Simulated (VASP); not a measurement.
# TePb (Fm-3m) in VASP: further runs

The runs below take TePb through band structure, with TB-mBJ.

Program: VASP 6.6.1. These are calculated values, not measurements. Logs are shortened: lines on timing, memory, paths and dates and some standing lists are left out, and cuts for length are marked.

## (1) The cell of the first run

It takes space group Fm-3m (No. 225, cubic). The conventional cell has a = 6.462 Å, b = 6.462 Å, c = 6.462 Å, α = 90.00°, β = 90.00°, γ = 90.00°. Within 4.3 Å of Pb (site symmetry m-3m) lie 6 Te at 3.23 Å. Within 4.3 Å of Te (site symmetry m-3m) lie 6 Pb at 3.23 Å.

## (2) Band structure, TB-mBJ

POSCAR reads:

```
TePb
1.0
    0.0000000000      3.2310000000      3.2310000000
    3.2310000000      0.0000000000      3.2310000000
    3.2310000000      3.2310000000      0.0000000000
Pb Te
1 1
Direct
    0.0000000000      0.0000000000      0.0000000000
    0.5000000000      0.5000000000      0.5000000000
```

INCAR.step1 reads:

```
SYSTEM = TePb
  ISMEAR = 0
  SIGMA = 0.03
  LWAVE = .TRUE.
  LCHARG = .FALSE.
  NBANDS = 22
  PREC = Accurate
  LASPH = .TRUE.
  LREAL = .FALSE.
  ALGO = Normal
  EDIFF = 1E-6
  NELM = 120
  GGA_COMPAT = .FALSE.
  ENCUT = 280
  EFERMI = MIDGAP
  GGA = PE
```

INCAR.step2 reads:

```
SYSTEM = TePb
  METAGGA = MBJ
  ISMEAR = 0
  SIGMA = 0.03
  LWAVE = .FALSE.
  LCHARG = .FALSE.
  NBANDS = 22
  PREC = Accurate
  LASPH = .TRUE.
  LREAL = .FALSE.
  ALGO = Normal
  EDIFF = 1E-6
  NELM = 120
  GGA_COMPAT = .FALSE.
  ENCUT = 280
  EFERMI = MIDGAP
  LMIXTAU = .TRUE.
  ISTART = 1
```

KPOINTS reads:

```
Automatic mesh
0
Gamma
  5 5 5
  0 0 0
```

KPOINTS_OPT reads:

```
path GXWKGLUWLK,UX
12
line-mode
reciprocal
 0.0000000000  0.0000000000  0.0000000000  G
 0.5000000000  0.0000000000  0.5000000000  X

 0.5000000000  0.0000000000  0.5000000000  X
 0.5000000000  0.2500000000  0.7500000000  W

 0.5000000000  0.2500000000  0.7500000000  W
 0.3750000000  0.3750000000  0.7500000000  K

 0.3750000000  0.3750000000  0.7500000000  K
 0.0000000000  0.0000000000  0.0000000000  G

 0.0000000000  0.0000000000  0.0000000000  G
 0.5000000000  0.5000000000  0.5000000000  L

 0.5000000000  0.5000000000  0.5000000000  L
 0.6250000000  0.2500000000  0.6250000000  U

 0.6250000000  0.2500000000  0.6250000000  U
 0.5000000000  0.2500000000  0.7500000000  W

 0.5000000000  0.2500000000  0.7500000000  W
 0.5000000000  0.5000000000  0.5000000000  L

 0.5000000000  0.5000000000  0.5000000000  L
 0.3750000000  0.3750000000  0.7500000000  K

 0.6250000000  0.2500000000  0.6250000000  U
 0.5000000000  0.0000000000  0.5000000000  X
```

Potentials or basis: VASP PAW PBE potentials, release 64 (Pb_d, Te).

The run is started by

```console
$ cat potpaw_PBE.64/Pb_d/POTCAR potpaw_PBE.64/Te/POTCAR > POTCAR
$ cp INCAR.step1 INCAR
$ mpirun -np 1 vasp_std > vasp.out
$ cp INCAR.step2 INCAR
$ mpirun -np 1 vasp_std > vasp.out
```

OUTCAR:

```text
SYSTEM = TePb
   METAGGA = MBJ
   ISMEAR = 0
   PREC = Accurate
   LASPH = .TRUE.
   LREAL = .FALSE.
   EDIFF = 1E-6
   NELM = 120
   ENCUT = 280
   EFERMI = MIDGAP
   ISTART = 1

 Found     10 irreducible k-points:

 Following reciprocal coordinates:
            Coordinates               Weight
  0.000000  0.000000  0.000000      1.000000
  0.200000  0.000000  0.000000      8.000000
  0.400000  0.000000  0.000000      8.000000
  0.200000  0.200000  0.000000      6.000000
  0.400000  0.200000  0.000000     24.000000
 -0.400000  0.200000  0.000000     24.000000
   k-points           NKPTS =     10   k-points in BZ     NKDIM =     10   number of bands    NBANDS=     22
   number of dos      NEDOS =    301   number of ions     NIONS =      2
   total plane-waves  NPLWV =  21952
   dimension x,y,z NGX =    28 NGY =   28 NGZ =   28
   dimension x,y,z NGXF=    56 NGYF=   56 NGZF=   56
   ions per type =               1   1
   NGX,Y,Z   is equivalent  to a cutoff of  10.19, 10.19, 10.19 a.u.
   NGXF,Y,Z  is equivalent  to a cutoff of  20.37, 20.37, 20.37 a.u.
 SYSTEM =  TePb
   PREC   = accura    normal or accurate (medium, high low for compatibility)
   ISTART =      1    job   : 0-new  1-cont  2-samecut
   ICHARG =      0    charge: 1-file 2-atom 10-const
   ISPIN  =      1    spin polarized calculation?
   LNONCOLLINEAR =      F non collinear calculations
   LSORBIT =      F    spin-orbit coupling
   LASPH  =      T    aspherical Exc in radial PAW
   ENCUT  =  280.0 eV  20.58 Ry    4.54 a.u.   6.23  6.23  6.23*2*pi/ulx,y,z
   NELM   =    120;   NELMIN=  2; NELMDL=  0     # of ELM steps
   EDIFF  = 0.1E-05   stopping-criterion for ELM
   LREAL  =      F    real-space projection
   EDIFFG = 0.1E-04   stopping-criterion for IOM
   NSW    =      0    number of steps for IOM
   IBRION =     -1    ionic relax: 0-MD 1-quasi-New 2-CG
   NFREE  =      0    steps in history (QN), initial steepest desc. (CG)
   ISIF   =      2    stress and relaxation
   ISYM   =      2    0-nonsym 1-usesym 2-fastsym
   POTIM  = 0.5000    time-step for ionic-motion
   TEBEG  =    0.0;   TEEND  =   0.0 temperature during run

   SCALEE = 1.0000    scale energy and forces
   PSTRESS=    0.0 pullay stress
   NELECT =      20.0000    total number of electrons
   NUPDOWN=      -1.0000    fix difference up-down
   EMIN   =  10.00;   EMAX   =-10.00  energy-range for DOS
   EFERMI =   0.00;   METHOD = MIDGAP
   ISMEAR =     0;   SIGMA  =   0.03  broadening in eV -4-tet -1-fermi 0-gaus
   EFERMI_NEDOS =   21; number of points for ismear=-14 and -15
   IALGO  =     38    algorithm
   IMIX   =      4    mixing-type and parameters
     AMIX     =   0.40;   BMIX     =  1.00
     AMIX_MAG =   1.60;   BMIX_MAG =  1.00
  volume/ion in A,a.u.               =      33.73       227.62
  Fermi-wavevector in a.u.,A,eV,Ry     =   1.091619  2.062861 16.213147  1.191633
  Thomas-Fermi vector in A             =   2.227868
   LORBIT       =      0    0 simple, 1 ext, 2 COOP (PROOUT), +10 PAW based schemes
   METAGGA = MBJ    functional components
   LHFCALC =     F    Hartree Fock is set to
   AEXX    =    0.0000 exact exchange contribution

     CMBJ =    1.0000
   IVDW    =     0    specifies the selected vdW correction
   LEPSILON=     F    determine dielectric tensor
   LRPA    =     F    only Hartree local field effects (RPA)

   CSHIFT  =0.1000    complex shift for real part using Kramers Kronig

   OMEGAMAX=  -1.0    maximum frequency
 non-spin polarized calculation
 Gauss-broadening in eV      SIGMA  =   0.03
  energy-cutoff  :      280.00
  volume of cell :       67.46
 maximum number of plane-waves:       728
 NGX is ok and might be reduce to    28
   NGX = 13   NGY = 13   NGZ = 13

 number of electron      20.0000014 magnetization

 Free energy of the ion-electron system (eV)
  ---------------------------------------------------
  ext. energy  EPLUGINS =         0.00000000
  ---------------------------------------------------
  free energy    TOTEN  =      1471.56811638 eV

  energy without entropy =     1471.56811638  energy(sigma->0) =     1471.56811638

 E-fermi :   6.2677     XC(G=0):  -8.8365

 val. band max:        5.4940964235   @ k =   0.4000   0.0000   0.0000
 cond. band min:       7.0413371633   @ k =   0.4000   0.0000   0.0000
 fundamental gap:      1.5472407397
 Fermi energy:         6.2677167934

 k-point     1 :       0.0000    0.0000    0.0000
  band No.  band energies     occupation
      1     -11.5741      2.00000
      2     -11.5741      2.00000
      3     -11.5471      2.00000
      4     -11.5471      2.00000
      5     -11.5471      2.00000
      6      -6.3192      2.00000
[... 14 lines left out ...]
     21      24.1077      0.00000
     22      24.1077      0.00000

 k-point     2 :       0.2000    0.0000    0.0000
  band No.  band energies     occupation
      1     -11.5780      2.00000
      2     -11.5780      2.00000
      3     -11.5462      2.00000
      4     -11.5425      2.00000
      5     -11.5425      2.00000
      6      -5.9866      2.00000
[... 14 lines left out ...]
     21      21.0896      0.00000
     22      21.0896      0.00000

 k-point     3 :       0.4000    0.0000    0.0000
  band No.  band energies     occupation
      1     -11.5854      2.00000
      2     -11.5854      2.00000
      3     -11.5445      2.00000
      4     -11.5343      2.00000
      5     -11.5343      2.00000
      6      -5.1640      2.00000
[... 14 lines left out ...]
     21      18.8670      0.00000
     22      19.7966      0.00000

 k-point     4 :       0.2000    0.2000    0.0000
  band No.  band energies     occupation
      1     -11.5891      2.00000
      2     -11.5706      2.00000
      3     -11.5498      2.00000
      4     -11.5392      2.00000
      5     -11.5392      2.00000
      6      -5.8789      2.00000
[... 14 lines left out ...]
     21      21.1160      0.00000
     22      21.3804      0.00000

 k-point     5 :       0.4000    0.2000    0.0000
  band No.  band energies     occupation
      1     -11.6003      2.00000
      2     -11.5740      2.00000
      3     -11.5482      2.00000
      4     -11.5341      2.00000
      5     -11.5318      2.00000
      6      -5.2206      2.00000
[... 14 lines left out ...]
     21      19.2026      0.00000
     22      21.0026      0.00000

 k-point     6 :      -0.4000    0.2000    0.0000
  band No.  band energies     occupation
      1     -11.5965      2.00000
      2     -11.5822      2.00000
      3     -11.5413      2.00000
      4     -11.5353      2.00000
      5     -11.5313      2.00000
      6      -4.7881      2.00000
[... 14 lines left out ...]
     21      19.9134      0.00000
     22      21.4776      0.00000

 [... further k-points ...]

------------------------ aborting loop because EDIFF is reached ----------------------------------------

  FORCE on cell =-STRESS in cart. coord.  units (eV):
  Direction    XX          YY          ZZ          XY          YZ          ZX
  --------------------------------------------------------------------------------------
  -------------------------------------------------------------------------------------
  Total      -25.2033850    -25.2033850    -25.2033850     -0.0000000      0.0000000     -0.0000000
  in kB     -598.5887995   -598.5887995   -598.5887995     -0.0000000      0.0000000     -0.0000000
  external PRESSURE =    -598.5887995 kB  Pullay stress =       0.0000000 kB

 VOLUME and BASIS-vectors are now :
 -----------------------------------------------------------------------------
  energy-cutoff  :      280.00
  volume of cell :       67.46
      direct lattice vectors                 reciprocal lattice vectors
     0.000000000  3.231000000  3.231000000    -0.154750851  0.154750851  0.154750851
     3.231000000  0.000000000  3.231000000     0.154750851 -0.154750851  0.154750851
     3.231000000  3.231000000  0.000000000     0.154750851  0.154750851 -0.154750851

 POSITION                                       TOTAL-FORCE (eV/Angst)
 -----------------------------------------------------------------------------------
      0.00000      0.00000      0.00000        -0.000000      0.000000     -0.000000
      3.23100      3.23100      3.23100         0.000000      0.000000      0.000000
 -----------------------------------------------------------------------------------
    total drift:                               -0.000000      0.000000      0.000000

  FREE ENERGIE OF THE ION-ELECTRON SYSTEM (eV)
  ---------------------------------------------------
  free  energy   TOTEN  =      1471.5681163805 eV

  energy  without entropy=     1471.5681163805  energy(sigma->0) =     1471.56811638

    CMBJ =    1.2072
```

Run time: 37 s. Hardware: 1 thread of Intel Xeon 6975P-C (Granite Rapids), shared host; peak memory 0.16 GiB.

Results:

| Quantity | Value |
| --- | --- |
| Band gap along the path | 1.12 eV |

Levels at the corners of the path, in eV from the Fermi level:
```csv
point,band 7,band 8,band 9,band 10,band 11,band 12,band 13,band 14
Γ,-6.02,-2.10,-2.10,-2.10,3.70,3.70,3.70,5.29
X,-7.76,-5.05,-3.46,-3.46,3.00,5.06,5.06,6.32
X,-7.76,-5.05,-3.46,-3.46,3.00,5.06,5.06,6.32
W,-8.46,-4.37,-4.37,-1.11,1.29,4.79,4.79,6.48
W,-8.46,-4.37,-4.37,-1.11,1.29,4.79,4.79,6.48
K,-8.44,-4.68,-2.97,-2.68,3.14,3.26,4.80,5.51
K,-8.44,-4.68,-2.97,-2.68,3.14,3.26,4.80,5.51
Γ,-6.02,-2.10,-2.10,-2.10,3.70,3.70,3.70,5.29
Γ,-6.02,-2.10,-2.10,-2.10,3.70,3.70,3.70,5.29
L,-9.07,-1.67,-1.67,-0.62,0.50,0.83,0.83,8.33
L,-9.07,-1.67,-1.67,-0.62,0.50,0.83,0.83,8.33
U,-8.44,-4.68,-2.97,-2.68,3.14,3.26,4.80,5.51
U,-8.44,-4.68,-2.97,-2.68,3.14,3.26,4.80,5.51
W,-8.46,-4.37,-4.37,-1.11,1.29,4.79,4.79,6.48
W,-8.46,-4.37,-4.37,-1.11,1.29,4.79,4.79,6.48
L,-9.07,-1.67,-1.67,-0.62,0.50,0.83,0.83,8.33
L,-9.07,-1.67,-1.67,-0.62,0.50,0.83,0.83,8.33
K,-8.44,-4.68,-2.97,-2.68,3.14,3.26,4.80,5.51
U,-8.44,-4.68,-2.97,-2.68,3.14,3.26,4.80,5.51
X,-7.76,-5.05,-3.46,-3.46,3.00,5.06,5.06,6.32
```

Caveat: the cutoff is under 1.25 times the usual one of these potentials, so pressure, stress and relaxed cells hold a basis-set (Pulay) error; this odd mesh misses L, so gap, dielectric constants and Born charges aren't listed; spin-orbit coupling is left out, which moves the levels of the heavy elements.

[end of part 1 of 2]
